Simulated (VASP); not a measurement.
Set up this calculation in VASP 6.6.1, as the native input.

| Quantity | Value |
| --- | --- |
| Task | relaxation of cell and atoms |
| Functional | PBE |
| Potentials or basis | VASP PAW PBE potentials, release 64 (Si, P) |
| Cutoff | 600 eV |
| k mesh | 12 × 12 × 12 |
| Occupations | gaussian, width 0.1 eV |
| Spin | no spin polarisation |
| Dipole correction | no |
| Further INCAR settings | ALGO = Normal; EDIFF = 1e-06; IBRION = 2; EDIFFG = -0.01; NSW = 100; ISIF = 3 |

The structure of Si3P lies in POSCAR:

```
Si3P
1.0
    3.9257167061      0.0000000000      0.0000000000
    0.0000000000      3.9257167061      0.0000000000
    0.0000000000      0.0000000000      3.9257167061
Si P
3 1
Direct
    0.0000000000      0.5000000000      0.5000000000
    0.5000000000      0.0000000000      0.5000000000
    0.5000000000      0.5000000000      0.0000000000
    0.0000000000      0.0000000000      0.0000000000
```

The input as run:

INCAR

```
SYSTEM = Si3P
PREC = Accurate
ENCUT = 600
EDIFF = 1E-6
ISMEAR = 0
SIGMA = 0.1
LREAL = .False.
LASPH = .True.
NELM = 100
ALGO = Normal
ISIF = 3
LWAVE = .False.
LCHARG = .False.
GGA = PE
IBRION = 2
NSW = 100
EDIFFG = -0.01
```

KPOINTS

```
regular mesh
0
Gamma
  12 12 12
  0 0 0
```

Potentials or basis: VASP PAW PBE potentials, release 64 (Si, P).

The run is started by

```sh
$ cat potpaw_PBE.64/Si/POTCAR potpaw_PBE.64/P/POTCAR > POTCAR
$ mpirun -np 1 vasp_std > vasp.out
```

Results of the run:

```
Relaxed volume                        : 14.67 Å³/atom
Relaxed cell                          : a = 3.886 Å, b = 3.886 Å, c = 3.886 Å, α = 90.00°, β = 90.00°, γ = 90.00°
Space group after relaxing (to 0.1 Å) : Pm-3m (No. 221)
Energy gained by relaxing             : 3.5 meV/atom
Ionic steps                           : 3
Pressure after relaxing               : 0.0 GPa
Band gap on the k mesh                : zero (an odd number of electrons rules out a gap without spin polarisation)
```

Caveat: the highest band is partly filled, so the run has too few bands.

It took 110 s on 1 thread of Oxide Virtual Turin-like Processor (shared host), peak memory 0.19 GiB.
